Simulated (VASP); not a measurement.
# Ni (Fm-3m) in VASP: notebook

The runs below take Ni through single point, with PBE.

Program: VASP 6.6.1. These are calculated values, not measurements. Logs are shortened: lines on timing, memory, paths and dates and some standing lists are left out, and cuts for length are marked.

## (1) The cell of the first run

It takes space group Fm-3m (No. 225, cubic). Conventional cell: a = 3.530 Å, b = 3.530 Å, c = 3.530 Å, α = 90.00°, β = 90.00°, γ = 90.00°. Within 3.3 Å of Ni (site symmetry m-3m) lie 12 Ni at 2.50 Å.

## (2) Single point, PBE, collinear spin

INCAR reads:

```
SYSTEM = Ni
ALGO     = Normal         ! electronic algorithm
EDIFF    = 1E-6           ! SCF threshold, eV
ENCUT    = 520            ! plane-wave cutoff, eV
GGA      = PE             ! functional
ISIF     = 2              ! what is computed and relaxed
ISMEAR   = -1             ! smearing method
ISPIN    = 2              ! spin polarisation
ISYM     = 0            
LASPH    = .True.         ! aspherical terms in the spheres
LCHARG   = .False.        ! write CHGCAR
LMAXMIX  = 4              ! l up to which the mixer works
LORBIT   = 11             ! projections on sites
LREAL    = .False.        ! projectors in reciprocal space
LWAVE    = .False.        ! write WAVECAR
MAGMOM   = 0 2            ! initial moments
NBANDS   = 21             ! bands
NELM     = 150            ! most SCF steps
PREC     = Accurate       ! precision mode
SIGMA    = 0.05           ! smearing width, eV
```

KPOINTS reads:

```
k-points
0
Gamma
  7 10 12
  0 0 0
```

POSCAR reads:

```
Ni
1.0
   -1.7651000000     -1.7651000000     -3.5302000000
    1.7651000000     -1.7651000000      0.0000000000
   -1.7651000000     -1.7651000000      0.0000000000
Ni
2
Direct
    0.0000000000      0.0000000000      0.0000000000
    0.5000000000      0.5000000000      0.0000000000
```

Potentials or basis: VASP PAW PBE potentials, release 64 (Ni).

Command:

```sh
$ cat potpaw_PBE.64/Ni/POTCAR > POTCAR
$ mpirun -np 1 vasp_std > vasp.out
```

OUTCAR:

```text
SYSTEM = Ni
   EDIFF = 1E-6
   ENCUT = 520
   GGA = PE
   ISIF = 2
   ISMEAR = -1
   ISPIN = 2
   ISYM = 0
   LASPH = .True.
   LORBIT = 11
   LREAL = .False.
   NELM = 150
   PREC = Accurate

 ion  position               nearest neighbor table
   1  0.000  0.000  0.000-   2 2.50   2 2.50   2 2.50   2 2.50   2 2.50   2 2.50   2 2.50   2 2.50

   2  0.500  0.500  0.000-   1 2.50   1 2.50   1 2.50   1 2.50   1 2.50   1 2.50   1 2.50   1 2.50

IMPORTANT INFORMATION: All symmetrisations will be switched off!
NOSYMM: (Re-)initialisation of all symmetry stuff for point group C_1.

----------------------------------------------------------------------------------------

                                     Primitive cell

  volume of cell :      21.9972

  direct lattice vectors                    reciprocal lattice vectors
    -1.765100000 -1.765100000 -3.530200000     0.000000000  0.000000000 -0.283270070
     1.765100000 -1.765100000  0.000000000     0.283270070 -0.283270070  0.000000000
    -1.765100000 -1.765100000  0.000000000    -0.283270070 -0.283270070  0.283270070

  length of vectors
     4.323594345  2.496228359  2.496228359     0.283270070  0.400604374  0.490638153

  position of ions in fractional coordinates (direct lattice)
     0.000000000  0.000000000  0.000000000
     0.500000000  0.500000000  0.000000000

  ion indices of the primitive-cell ions
   primitive index   ion index
                 1           1
                 2           2

----------------------------------------------------------------------------------------

 KPOINTS: k-points

Automatic generation of k-mesh.
 Grid dimensions read from file:
 generate k-points for:    7   10   12

 Generating k-lattice:

  Cartesian coordinates                     Fractional coordinates (reciprocal lattice)
     0.000000000  0.000000000 -0.040467153     0.142857143  0.000000000  0.000000000
     0.028327007 -0.028327007  0.000000000     0.000000000  0.100000000  0.000000000
    -0.023605839 -0.023605839  0.023605839     0.000000000  0.000000000  0.083333333

  Length of vectors
     0.040467153  0.040060437  0.040886513

  Shift w.r.t. Gamma in fractional coordinates (k-lattice)
     0.000000000  0.000000000  0.000000000

 -----------------------------------------------------------------------------
|                                                                             |
|           W    W    AA    RRRRR   N    N  II  N    N   GGGG   !!!           |
|           W    W   A  A   R    R  NN   N  II  NN   N  G    G  !!!           |
|           W    W  A    A  R    R  N N  N  II  N N  N  G       !!!           |
|           W WW W  AAAAAA  RRRRR   N  N N  II  N  N N  G  GGG   !            |
|           WW  WW  A    A  R   R   N   NN  II  N   NN  G    G                |
|           W    W  A    A  R    R  N    N  II  N    N   GGGG   !!!           |
|                                                                             |
|     Your reciprocal lattice and k-lattice belong to different lattice       |
|     classes:                                                                |
|                                                                             |
|        The reciprocal lattice is simple tetragonal,                         |
|        whereas your k-lattice is simple monoclinic.                         |
|                                                                             |
|     Results are often still useful ...                                      |
|                                                                             |
 -----------------------------------------------------------------------------

 WARNING: IBZKPT: internal override: KBLOWUP is changed to .FALSE.
      ... skipping the blow-up phase ...

 Subroutine IBZKPT returns following result:
 ===========================================

 Found    422 irreducible k-points:

 Following reciprocal coordinates:
            Coordinates               Weight
  0.000000  0.000000  0.000000      1.000000
  0.142857  0.000000  0.000000      2.000000
  0.285714  0.000000  0.000000      2.000000
  0.428571  0.000000  0.000000      2.000000
  0.000000  0.100000  0.000000      2.000000
  0.142857  0.100000  0.000000      2.000000
[... 16 lines left out ...]
 -0.428571  0.300000  0.000000      2.000000
 -0.285714  0.300000  0.000000      2.000000
 [... further k-points ...]
   k-points           NKPTS =    422   k-points in BZ     NKDIM =    422   number of bands    NBANDS=     21
   number of dos      NEDOS =    301   number of ions     NIONS =      2
   total plane-waves  NPLWV =  12800
   dimension x,y,z NGX =    32 NGY =   20 NGZ =   20
   dimension x,y,z NGXF=    64 NGYF=   40 NGZF=   40
   ions per type =               2
   NGX,Y,Z   is equivalent  to a cutoff of  12.30, 13.32, 13.32 a.u.
   NGXF,Y,Z  is equivalent  to a cutoff of  24.61, 26.64, 26.64 a.u.
 SYSTEM =  Ni
   PREC   = accura    normal or accurate (medium, high low for compatibility)
   ISTART =      0    job   : 0-new  1-cont  2-samecut
   ICHARG =      2    charge: 1-file 2-atom 10-const
   ISPIN  =      2    spin polarized calculation?
   LNONCOLLINEAR =      F non collinear calculations
   LSORBIT =      F    spin-orbit coupling
   LASPH  =      T    aspherical Exc in radial PAW
   ENCUT  =  520.0 eV  38.22 Ry    6.18 a.u.   8.04  4.64  4.64*2*pi/ulx,y,z
   NELM   =    150;   NELMIN=  2; NELMDL= -5     # of ELM steps
   EDIFF  = 0.1E-05   stopping-criterion for ELM
   LREAL  =      F    real-space projection
   EDIFFG = 0.1E-04   stopping-criterion for IOM
   NSW    =      0    number of steps for IOM
   IBRION =     -1    ionic relax: 0-MD 1-quasi-New 2-CG
   NFREE  =      0    steps in history (QN), initial steepest desc. (CG)
   ISIF   =      2    stress and relaxation
   ISYM   =      0    0-nonsym 1-usesym 2-fastsym
   POTIM  = 0.5000    time-step for ionic-motion
   TEBEG  =    0.0;   TEEND  =   0.0 temperature during run
   PSTRESS=    0.0 pullay stress
   NELECT =      20.0000    total number of electrons
   NUPDOWN=      -1.0000    fix difference up-down
   EMIN   =  10.00;   EMAX   =-10.00  energy-range for DOS
   EFERMI =   0.00;   METHOD = LEGACY
   ISMEAR =    -1;   SIGMA  =   0.05  broadening in eV -4-tet -1-fermi 0-gaus
   EFERMI_NEDOS =   21; number of points for ismear=-14 and -15
   IALGO  =     38    algorithm
   IMIX   =      4    mixing-type and parameters
     AMIX     =   0.40;   BMIX     =  1.00
     AMIX_MAG =   1.60;   BMIX_MAG =  1.00
  volume/ion in A,a.u.               =      11.00        74.22
  Fermi-wavevector in a.u.,A,eV,Ry     =   1.585972  2.997053 34.222832  2.515307
  Thomas-Fermi vector in A             =   2.685355
   LORBIT       =     11    0 simple, 1 ext, 2 COOP (PROOUT), +10 PAW based schemes
   GGA     = PE    functional components
   LHFCALC =     F    Hartree Fock is set to
   AEXX    =    0.0000 exact exchange contribution
   IVDW    =     0    specifies the selected vdW correction
   LEPSILON=     F    determine dielectric tensor
   LRPA    =     F    only Hartree local field effects (RPA)
 spin polarized calculation
  energy-cutoff  :      520.00
  volume of cell :       22.00
 maximum number of plane-waves:       609
   NGX = 17   NGY =  9   NGZ =  9

 number of electron      19.9999988 magnetization       1.2878505

 Free energy of the ion-electron system (eV)
  ---------------------------------------------------
  ext. energy  EPLUGINS =         0.00000000
  ---------------------------------------------------
  free energy    TOTEN  =       -10.95387282 eV

  energy without entropy =      -10.92463696  energy(sigma->0) =      -10.93925489

 E-fermi :   9.2261     XC(G=0): -13.1920

 val. band max:        9.2259360823   @ k =  -0.1429  -0.2000   0.4167
 cond. band min:       9.2268636437   @ k =   0.0000   0.3000   0.4167
 fundamental gap:      0.0009275613
 Fermi energy:         9.2261300356

 spin component 1

 k-point     1 :       0.0000    0.0000    0.0000
  band No.  band energies     occupation
      1       0.2880      1.00000
      2       4.6334      1.00000
      3       5.0678      1.00000
      4       6.7968      1.00000
      5       6.8066      1.00000
      6       6.8077      1.00000
[... 13 lines left out ...]
     20      36.6296      0.00000
     21      36.6322      0.00000

 k-point     2 :       0.1429    0.0000    0.0000
  band No.  band energies     occupation
      1       0.5515      1.00000
      2       4.6442      1.00000
      3       5.1472      1.00000
      4       6.7044      1.00000
      5       6.8793      1.00000
      6       6.8805      1.00000
[... 520 lines left out ...]
 k-point    24 :      -0.2857    0.3000    0.0000
  band No.  band energies     occupation
      1       3.1902      1.00000
      2       5.1140      1.00000
      3       6.1174      1.00000
      4       6.5837      1.00000
      5       6.7922      1.00000
      6       6.9993      1.00000
[... 13 lines left out ...]
     20      34.4226      0.00000
     21      38.8389      0.00000

 [... further k-points ...]

 spin component 2

 k-point     1 :       0.0000    0.0000    0.0000
  band No.  band energies     occupation
      1       0.2538      1.00000
      2       4.9925      1.00000
      3       5.7123      1.00000
      4       7.5708      1.00000
      5       7.5768      1.00000
      6       7.5835      1.00000
[... 13 lines left out ...]
     20      36.6146      0.00000
     21      36.6146      0.00000

 k-point     2 :       0.1429    0.0000    0.0000
  band No.  band energies     occupation
      1       0.5176      1.00000
      2       4.9777      1.00000
      3       5.7974      1.00000
      4       7.4816      1.00000
      5       7.6462      1.00000
      6       7.6531      1.00000
[... 520 lines left out ...]
 k-point    24 :      -0.2857    0.3000    0.0000
  band No.  band energies     occupation
      1       3.2333      1.00000
      2       5.5687      1.00000
      3       6.5546      1.00000
      4       7.1687      1.00000
      5       7.4167      1.00000
      6       7.6808      1.00000
[... 13 lines left out ...]
     20      34.5206      0.00000
     21      38.8657      0.00000

 [... further k-points ...]
[... 5 lines left out ...]
  --------------------------------------------------------------------------------------
  -------------------------------------------------------------------------------------
  Total       -0.2302250     -0.2302251     -0.2526892      0.0172295      0.0004329      0.0004311
  in kB      -16.7685350    -16.7685435    -18.4047218      1.2549169      0.0315338      0.0313970
  external PRESSURE =     -17.3139334 kB  Pullay stress =       0.0000000 kB

 VOLUME and BASIS-vectors are now :
 -----------------------------------------------------------------------------
  energy-cutoff  :      520.00
  volume of cell :       22.00
      direct lattice vectors                 reciprocal lattice vectors
    -1.765100000 -1.765100000 -3.530200000     0.000000000  0.000000000 -0.283270070
     1.765100000 -1.765100000  0.000000000     0.283270070 -0.283270070  0.000000000
    -1.765100000 -1.765100000  0.000000000    -0.283270070 -0.283270070  0.283270070

 POSITION                                       TOTAL-FORCE (eV/Angst)
 -----------------------------------------------------------------------------------
      0.00000      0.00000      0.00000         0.000000      0.000001      0.000000
      0.00000     -1.76510     -1.76510        -0.000000     -0.000001     -0.000000
 -----------------------------------------------------------------------------------
    total drift:                               -0.000000      0.000000     -0.000001

  FREE ENERGIE OF THE ION-ELECTRON SYSTEM (eV)
  ---------------------------------------------------
  free  energy   TOTEN  =       -10.9538728208 eV

  energy  without entropy=      -10.9246369574  energy(sigma->0) =      -10.93925489

 total charge

# of ion       s       p       d       tot
------------------------------------------
    1        0.494   0.489   8.308   9.290
    2        0.494   0.489   8.309   9.291
--------------------------------------------------
tot          0.987   0.977  16.617  18.581

 magnetization (x)

# of ion       s       p       d       tot
------------------------------------------
    1       -0.006  -0.025   0.688   0.657
    2       -0.006  -0.025   0.687   0.657
--------------------------------------------------
tot         -0.012  -0.050   1.375   1.313
```

Wall time 4.9 min (1 thread of Intel Xeon Platinum 8124M at 3.00GHz (Skylake/Cascade Lake), shared host); peak memory 0.36 GiB.

What came out:

```yaml
Free_energy: -10.9539 eV
Pressure: -1.7 GPa
Net_moment: 1.29 μB per cell
Site_moments: Ni +0.66 μB
Valence_electrons_inside_the_program's_atomic_spheres: Ni 9.29
```

(Continued in part 2 of 2.)
